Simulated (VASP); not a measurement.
# Rh (P6_3/mmc) in VASP: relaxation of cell and atoms with PBE

Aim: the relaxation of cell and atoms of Rh with PBE.

Everything below comes from runs of VASP 6.6.1. Logs are shortened: lines on timing, memory, paths and dates and some standing lists are left out, and cuts for length are marked.

**1. The cell of the first run**

It takes space group P6_3/mmc (No. 194, hexagonal). The conventional cell has a = 2.725 Å, b = 2.725 Å, c = 13.155 Å, α = 90.00°, β = 90.00°, γ = 120.00°. Within 3.6 Å of Rh (site symmetry -6m2) lie 12 Rh at 2.70 to 2.72 Å. Rh (site symmetry 3m) has 12 Rh at 2.70 to 2.72 Å within 3.6 Å.

This isn't the form of Rh at room conditions, which is fcc.

**2. Relaxation of cell and atoms, PBE**

File INCAR:

```
SYSTEM = Rh
ALGO = Fast
EDIFF = 1E-7
EDIFFG = -0.01
ENCUT = 600
GGA = PE
IBRION = 2
ISIF = 3
ISMEAR = 0
LASPH = .TRUE.
LCHARG = .FALSE.
LREAL = .FALSE.
LWAVE = .FALSE.
NELM = 80
NSW = 65
PREC = Accurate
SIGMA = 0.1
```

File KPOINTS:

```
k-points
0
G
  18 18 4
  0 0 0
```

File POSCAR:

```
Rh
1.0
    2.7247816576      0.0000000000      0.0000000000
   -1.3623908288      2.3597301353      0.0000000000
    0.0000000000      0.0000000000     13.1549900386
Rh
6
Direct
    0.0000000000      0.0000000000      0.0000000000
    0.3333333333      0.6666666667      0.1666666667
    0.6666666667      0.3333333333      0.3333333333
    0.0000000000      0.0000000000      0.5000000000
    0.6666666667      0.3333333333      0.6666666667
    0.3333333333      0.6666666667      0.8333333333
```

Potentials or basis: VASP PAW PBE potentials, release 64 (Rh_pv).

Launch:

```
$ cat potpaw_PBE.64/Rh_pv/POTCAR > POTCAR
$ mpirun -np 1 vasp_std > vasp.out
```

OUTCAR:

```text
SYSTEM = Rh
   EDIFF = 1E-7
   EDIFFG = -0.01
   ENCUT = 600
   GGA = PE
   IBRION = 2
   ISIF = 3
   ISMEAR = 0
   LASPH = .TRUE.
   LREAL = .FALSE.
   NELM = 80
   NSW = 65
   PREC = Accurate

 ion  position               nearest neighbor table
   1  0.000  0.000  0.000-   2 2.70   6 2.70   2 2.70   6 2.70   2 2.70   6 2.70
   2  0.333  0.667  0.167-   3 2.70   3 2.70   3 2.70   1 2.70   1 2.70   1 2.70
   3  0.667  0.333  0.333-   2 2.70   2 2.70   2 2.70   4 2.70   4 2.70   4 2.70
   4  0.000  0.000  0.500-   3 2.70   5 2.70   3 2.70   5 2.70   3 2.70   5 2.70
   5  0.667  0.333  0.667-   6 2.70   6 2.70   6 2.70   4 2.70   4 2.70   4 2.70
   6  0.333  0.667  0.833-   5 2.70   5 2.70   5 2.70   1 2.70   1 2.70   1 2.70

  LATTYP: Found a hexagonal cell.
 ALAT       =     2.7247816576
 C/A-ratio  =     4.8279061193

  Lattice vectors:

 A1 = (   2.7247816576,   0.0000000000,   0.0000000000)
 A2 = (  -1.3623908288,   2.3597301353,   0.0000000000)
 A3 = (   0.0000000000,   0.0000000000,  13.1549900386)

Analysis of symmetry for initial positions (statically):
=====================================================================
 Subroutine PRICEL returns:
 Original cell was already a primitive cell.

 Routine SETGRP: Setting up the symmetry group for a
 hexagonal supercell.

 Subroutine GETGRP returns: Found 24 space group operations
 (whereof 12 operations were pure point group operations)
 out of a pool of 24 trial point group operations.

The static configuration has the point symmetry D_3h.
 The point group associated with its full space group is D_6h.

Analysis of symmetry for dynamics (positions and initial velocities):
=====================================================================
 Subroutine PRICEL returns:
 Original cell was already a primitive cell.

 Routine SETGRP: Setting up the symmetry group for a
 hexagonal supercell.

 Subroutine GETGRP returns: Found 24 space group operations
 (whereof 12 operations were pure point group operations)
 out of a pool of 24 trial point group operations.

The dynamic configuration has the point symmetry D_3h.
 The point group associated with its full space group is D_6h.

 Subroutine INISYM returns: Found 24 space group operations
 (whereof 12 operations are pure point group operations),
 and found     1 'primitive' translations

----------------------------------------------------------------------------------------

                                     Primitive cell

  volume of cell :      84.5833

[... 107 lines left out ...]
   NELECT =      90.0000    total number of electrons
   NUPDOWN=      -1.0000    fix difference up-down
   EMIN   =  10.00;   EMAX   =-10.00  energy-range for DOS
   EFERMI =   0.00;   METHOD = LEGACY
   ISMEAR =     0;   SIGMA  =   0.10  broadening in eV -4-tet -1-fermi 0-gaus
   EFERMI_NEDOS =   21; number of points for ismear=-14 and -15
   IALGO  =     68    algorithm
   IMIX   =      4    mixing-type and parameters
     AMIX     =   0.40;   BMIX     =  1.00
     AMIX_MAG =   1.60;   BMIX_MAG =  1.00
  volume/ion in A,a.u.               =      14.10        95.13
  Fermi-wavevector in a.u.,A,eV,Ry     =   1.671325  3.158346 38.005507  2.793326
  Thomas-Fermi vector in A             =   2.756667
   LORBIT       =      0    0 simple, 1 ext, 2 COOP (PROOUT), +10 PAW based schemes
   GGA     = PE    functional components
   LHFCALC =     F    Hartree Fock is set to
   AEXX    =    0.0000 exact exchange contribution
   IVDW    =     0    specifies the selected vdW correction
   LEPSILON=     F    determine dielectric tensor
   LRPA    =     F    only Hartree local field effects (RPA)
 conjugate gradient relaxation of ions
 non-spin polarized calculation
 RMM-DIIS sequential band-by-band and
 Gauss-broadening in eV      SIGMA  =   0.10
  energy-cutoff  :      600.00
  volume of cell :       84.58
 maximum number of plane-waves:      2892
 NGX is ok and might be reduce to    24
   NGX = 11   NGY = 11   NGZ = 53

--------------------------------------- Ionic step        1  -------------------------------------------

 number of electron      90.0000009 magnetization

 Free energy of the ion-electron system (eV)
  ---------------------------------------------------
  ext. energy  EPLUGINS =         0.00000000
  ---------------------------------------------------
  free energy    TOTEN  =       -43.48311794 eV

  energy without entropy =      -43.43518024  energy(sigma->0) =      -43.45914909

------------------------ aborting loop because EDIFF is reached ----------------------------------------

  FORCE on cell =-STRESS in cart. coord.  units (eV):
  Direction    XX          YY          ZZ          XY          YZ          ZX
  --------------------------------------------------------------------------------------
  -------------------------------------------------------------------------------------
  Total       -1.1529475     -1.1529475      1.2923722     -0.0000000     -0.0000000      0.0000000
  in kB      -21.8391402    -21.8391402     24.4801250     -0.0000000     -0.0000000      0.0000000
  external PRESSURE =      -6.3993851 kB  Pullay stress =       0.0000000 kB
[... 187 lines left out ...]
--------------------------------------- Ionic step        6  -------------------------------------------

 number of electron      89.9999991 magnetization

 Free energy of the ion-electron system (eV)
  ---------------------------------------------------
  ext. energy  EPLUGINS =         0.00000000
  ---------------------------------------------------
  free energy    TOTEN  =       -43.49762415 eV

  energy without entropy =      -43.45084886  energy(sigma->0) =      -43.47423651

 E-fermi :  11.5179     XC(G=0): -13.8885

 val. band max:       11.5165690043   @ k =   0.2778   0.1111   0.2500
 cond. band min:      11.5186826489   @ k =   0.2778   0.0556   0.0000
 fundamental gap:      0.0021136447
 Fermi energy:        11.5178586169

 k-point     1 :       0.0000    0.0000    0.0000
  band No.  band energies     occupation
      1     -35.5143      2.00000
      2     -35.3741      2.00000
      3     -35.3212      2.00000
      4     -35.0214      2.00000
      5     -34.9932      2.00000
      6     -34.9344      2.00000
[... 1357 lines left out ...]
     53      16.2436      0.00000
     54      17.9905      0.00000

 [... further k-points ...]

------------------------ aborting loop because EDIFF is reached ----------------------------------------

  FORCE on cell =-STRESS in cart. coord.  units (eV):
  Direction    XX          YY          ZZ          XY          YZ          ZX
  --------------------------------------------------------------------------------------
  -------------------------------------------------------------------------------------
  Total        0.0037842      0.0037842     -0.0061644      0.0000000      0.0000000      0.0000000
  in kB        0.0718833      0.0718833     -0.1170987      0.0000000      0.0000000      0.0000000
  external PRESSURE =       0.0088893 kB  Pullay stress =       0.0000000 kB
[... 21 lines left out ...]
  FREE ENERGIE OF THE ION-ELECTRON SYSTEM (eV)
  ---------------------------------------------------
  free  energy   TOTEN  =       -43.4976241496 eV

  energy  without entropy=      -43.4508488617  energy(sigma->0) =      -43.47423651

 reached required accuracy - stopping structural energy minimisation
```

OSZICAR:

```text
N       E                     dE             d eps       ncg     rms          rms(c)
DAV:   1     0.129946745426E+04    0.12995E+04   -0.59565E+04 12284   0.214E+03
DAV:   2     0.538106195474E+01   -0.12941E+04   -0.12648E+04 12452   0.648E+02
DAV:   3    -0.456918535114E+02   -0.51073E+02   -0.47985E+02 12972   0.131E+02
[... 73 lines left out ...]
RMM:   4    -0.434976194926E+02    0.15681E-03   -0.26114E-04 12084   0.100E-01    0.210E-02
RMM:   5    -0.434976227433E+02   -0.32507E-05   -0.44374E-05 12065   0.402E-02    0.120E-02
RMM:   6    -0.434976237039E+02   -0.96065E-06   -0.12344E-05 12759   0.190E-02    0.343E-03
RMM:   7    -0.434976241095E+02   -0.40552E-06   -0.22461E-06 12075   0.774E-03    0.901E-04
RMM:   8    -0.434976241496E+02   -0.40187E-07   -0.41400E-07  8434   0.286E-03
   6 F= -.43497624E+02 E0= -.43474237E+02  d E =-.165892E-03
```

CONTCAR:

```text
Rh
   1.00000000000000
     2.7090391351944860   -0.0000000000000000   -0.0000000000000000
    -1.3545195675972430    2.3460967109762669    0.0000000000000000
     0.0000000000000000   -0.0000000000000000   13.2705841112532550
  Rh
     6
Direct
     0.0000000000000000    0.0000000000000000    0.0000000000000000
     0.3333333332999970    0.6666666667000030    0.1672445824314381
     0.6666666667000030    0.3333333332999970    0.3327554175685619
     1.0000000000000000    0.0000000000000000    0.5000000000000000
     0.6666666667000030    0.3333333332999970    0.6672445824314380
     0.3333333332999970    0.6666666667000030    0.8327554175685620

  0.00000000E+00  0.00000000E+00  0.00000000E+00
  0.00000000E+00  0.00000000E+00  0.00000000E+00
  0.00000000E+00  0.00000000E+00  0.00000000E+00
  0.00000000E+00  0.00000000E+00  0.00000000E+00
  0.00000000E+00  0.00000000E+00  0.00000000E+00
  0.00000000E+00  0.00000000E+00  0.00000000E+00
```

Wall time 84 min (1 thread of Intel Xeon 8259CL, shared host); peak memory 0.56 GiB.

What came out:

```
Free energy                           : -43.4976 eV
Relaxed volume                        : 14.06 Å³/atom
Relaxed cell                          : a = 2.709 Å, b = 2.709 Å, c = 13.271 Å, α = 90.00°, β = 90.00°, γ = 120.00°
Space group after relaxing (to 0.1 Å) : P6_3/mmc (No. 194)
Energy gained by relaxing             : 2.4 meV/atom
Ionic steps                           : 6
Pressure after relaxing               : 0.0 GPa
Largest force after relaxing          : 0.005 eV/Å
Band gap on the k mesh                : zero (bands 45 and 46 overlap by 2.06 eV)
```

Forces on the atoms (eV/Å):
```
Rh   0.000  0.000  0.000
Rh   0.000  0.000  0.005
Rh   0.000  0.000 -0.005
Rh   0.000  0.000  0.000
Rh   0.000  0.000  0.005
Rh   0.000  0.000 -0.005
```

Step by step:
```tsv
step	energy change (eV)	largest force (eV/Å)	pressure (GPa)	volume (Å³)
1	0.0000	0.1331	-0.64	84.58
2	-0.0108	0.0301	1.44	83.89
3	-0.0135	0.0621	0.74	84.10
4	-0.0125	0.0019	-1.27	84.77
5	-0.0143	0.0373	-0.08	84.37
6	-0.0145	0.0052	0.00	84.34
```

Final structure:
```cif
data_structure
_symmetry_space_group_name_H-M 'P 1'
_symmetry_Int_Tables_number 1
_cell_length_a 2.7090
_cell_length_b 2.7090
_cell_length_c 13.2706
_cell_angle_alpha 90.000
_cell_angle_beta 90.000
_cell_angle_gamma 120.000
_cell_volume 84.34
loop_
_atom_site_label
_atom_site_type_symbol
_atom_site_fract_x
_atom_site_fract_y
_atom_site_fract_z
_atom_site_occupancy
Rh1 Rh 0.00000 0.00000 0.00000 1
Rh2 Rh 0.33333 0.66667 0.16724 1
Rh3 Rh 0.66667 0.33333 0.33276 1
Rh4 Rh 0.00000 0.00000 0.50000 1
Rh5 Rh 0.66667 0.33333 0.66724 1
Rh6 Rh 0.33333 0.66667 0.83276 1
```
